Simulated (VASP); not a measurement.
Crystal: Si3GeC4.

```
CELL_PARAMETERS angstrom
8.81772 0.00000 0.00000
0.00000 8.81772 0.00000
0.00000 0.00000 8.81772
ATOMIC_POSITIONS crystal
Ge 0.99950 0.00010 0.99889
Ge 0.50208 0.99769 0.49582
Ge 0.49838 0.49824 0.50255
Ge 0.24828 0.74764 0.50007
Ge 0.74640 0.25103 0.49501
Ge 0.74916 0.74850 0.50057
Ge 0.75240 0.49934 0.24777
Ge 0.49834 0.74632 0.25326
Si 0.00122 0.99734 0.49782
Si 0.99694 0.50008 0.99831
Si 0.99725 0.49977 0.49848
Si 0.50177 0.00093 0.99700
Si 0.50074 0.49792 0.99865
Si 0.24916 0.24929 0.99763
Si 0.24735 0.24895 0.49857
Si 0.24501 0.75083 0.99923
Si 0.75049 0.25294 0.00245
Si 0.74945 0.74890 0.99928
Si 0.25103 0.00490 0.24827
Si 0.24928 0.99882 0.74979
Si 0.25114 0.50041 0.24625
Si 0.25448 0.49558 0.74455
Si 0.74875 0.99991 0.25133
Si 0.75153 0.99469 0.74922
Si 0.74878 0.49735 0.74853
Si 0.00079 0.24703 0.25078
Si 0.00177 0.25162 0.75392
Si 0.99971 0.74886 0.25395
Si 0.00051 0.75087 0.75041
Si 0.49938 0.25040 0.25457
Si 0.49773 0.24924 0.75122
Si 0.50272 0.75392 0.74510
C 0.12423 0.12414 0.12684
C 0.12437 0.12081 0.62050
C 0.12885 0.62904 0.12419
C 0.12466 0.62792 0.62526
C 0.62255 0.12738 0.12605
C 0.62386 0.12346 0.62544
C 0.62958 0.62472 0.12743
C 0.62491 0.62589 0.62485
C 0.37711 0.37512 0.12371
C 0.37464 0.37590 0.62487
C 0.37690 0.87564 0.12884
C 0.37697 0.87417 0.62422
C 0.87804 0.37348 0.12815
C 0.87507 0.38016 0.62557
C 0.87188 0.87423 0.12758
C 0.87422 0.87540 0.62648
C 0.37268 0.12569 0.37451
C 0.37191 0.12624 0.87753
C 0.37494 0.62645 0.37668
C 0.37738 0.62787 0.87341
C 0.87647 0.12677 0.37563
C 0.87623 0.12441 0.87412
C 0.87243 0.62401 0.37801
C 0.87663 0.62502 0.87579
C 0.12544 0.37766 0.37239
C 0.12496 0.37563 0.87379
C 0.12328 0.87511 0.37370
C 0.12768 0.87596 0.87486
C 0.62631 0.37830 0.37476
C 0.62666 0.37682 0.87492
C 0.62772 0.87511 0.37815
C 0.62857 0.87407 0.87413
```

| Item | Value |
| --- | --- |
| Program | VASP 6.6.1 |
| Task | relaxation of volume and atoms at fixed shape |
| Functional | PBEsol |
| Potentials or basis | VASP PAW PBE potentials, release 64 (Ge_d, Si, C) |
| Cutoff | 600 eV |
| k mesh | 1 × 1 × 1, shifted |
| Occupations | fermi-dirac, width 0.05 eV |
| Spin | no spin polarisation |

At the start: pressure 0.8 GPa; volume 10.71 Å³/atom.

Where does the relaxation end?

Over 12 steps the energy falls by 32.2 meV/atom; space group P1 (No. 1, to 0.1 Å) before and after.

Step by step:
| step | energy change (eV) | largest force (eV/Å) | pressure (GPa) | volume (Å³) |
| --- | --- | --- | --- | --- |
| 1 | 0.0000 | 2.3743 | 0.82 | 685.60 |
| 2 | -1.3918 | 1.6305 | -1.31 | 691.07 |
| 3 | -1.6838 | 1.0019 | -0.99 | 689.43 |
| 4 | -1.9854 | 0.4825 | 0.56 | 683.99 |
| 5 | -1.9887 | 0.4189 | 0.40 | 684.51 |
| 6 | -2.0477 | 0.2788 | -0.02 | 685.79 |
| 7 | -2.0506 | 0.1812 | 0.05 | 685.56 |
| 8 | -2.0608 | 0.0888 | -0.10 | 686.02 |
| 9 | -2.0609 | 0.0903 | -0.10 | 686.03 |
| 10 | -2.0633 | 0.0339 | 0.05 | 685.53 |
| 11 | -2.0633 | 0.0333 | 0.06 | 685.50 |
| 12 | -2.0639 | 0.0190 | -0.02 | 685.77 |

Final structure:
```xyz
64
Lattice="8.8185 0.0000 0.0000 0.0000 8.8185 0.0000 0.0000 0.0000 8.8185" Properties=species:S:1:pos:R:3 pbc="T T T"
Ge    0.0027    0.0016    8.8143
Ge    4.3996    0.0205    4.4204
Ge    4.3877    4.3871    4.4283
Ge    2.1768    6.6128    4.4181
Ge    6.6315    2.1967    4.4190
Ge    6.6466    6.6234    4.4306
Ge    6.6372    4.3944    2.1714
Ge    4.3995    6.6219    2.1629
Si    0.0121    0.0114    4.4063
Si    0.0144    4.4039    8.8072
Si    0.0208    4.3998    4.4235
Si    4.4058    0.0130    8.8078
Si    4.4018    4.4009    8.7942
Si    2.2128    2.2144    8.8157
Si    2.1840    2.2037    4.4107
Si    2.2048    6.6096    8.8030
Si    6.6125    2.2046    8.8043
Si    6.6152    6.6112    8.7998
Si    2.1928    0.0262    2.1866
Si    2.2047    0.0049    6.6244
Si    2.1867    4.3948    2.1830
Si    2.1930    4.3929    6.6357
Si    6.6246    0.0056    2.1848
Si    6.6198    0.0086    6.6353
Si    6.6252    4.4115    6.6440
Si    0.0235    2.2021    2.1963
Si    0.0096    2.2162    6.6160
Si    0.0094    6.6140    2.1920
Si    0.0069    6.6055    6.6276
Si    4.3897    2.2009    2.1735
Si    4.3973    2.2005    6.6448
Si    4.4100    6.6151    6.6507
C     1.1405    1.1465    1.1182
C     1.1020    1.1021    5.5141
C     1.1038    5.5135    1.0884
C     1.0684    5.4682    5.5584
C     5.5133    1.1046    1.0913
C     5.5114    1.1083    5.5938
C     5.5130    5.5032    1.0112
C     5.5123    5.5110    5.5884
C     3.3061    3.3149    1.0843
C     3.2584    3.2559    5.5610
C     3.2594    7.7654    1.0525
C     3.3072    7.7110    5.5825
C     7.7683    3.2572    1.0514
C     7.7531    3.3495    5.5477
C     7.6796    7.6733    1.1241
C     7.7685    7.7656    5.5620
C     3.2641    1.1434    3.2709
C     3.2989    1.1054    7.7246
C     3.2650    5.4786    3.2673
C     3.3018    5.5028    7.7170
C     7.7599    1.0705    3.2651
C     7.6895    1.1430    7.6821
C     7.7996    5.5012    3.3104
C     7.7255    5.5150    7.7260
C     1.0985    3.3071    3.3091
C     1.1072    3.2993    7.7248
C     1.0710    7.7605    3.2637
C     1.1367    7.6810    7.6821
C     5.4792    3.2652    3.2672
C     5.5090    3.3052    7.7186
C     5.5447    7.7523    3.2753
C     5.5180    7.7244    7.7251
```

Caveat: the PAW data sets were made with another functional, which shifts forces and pressure a little.
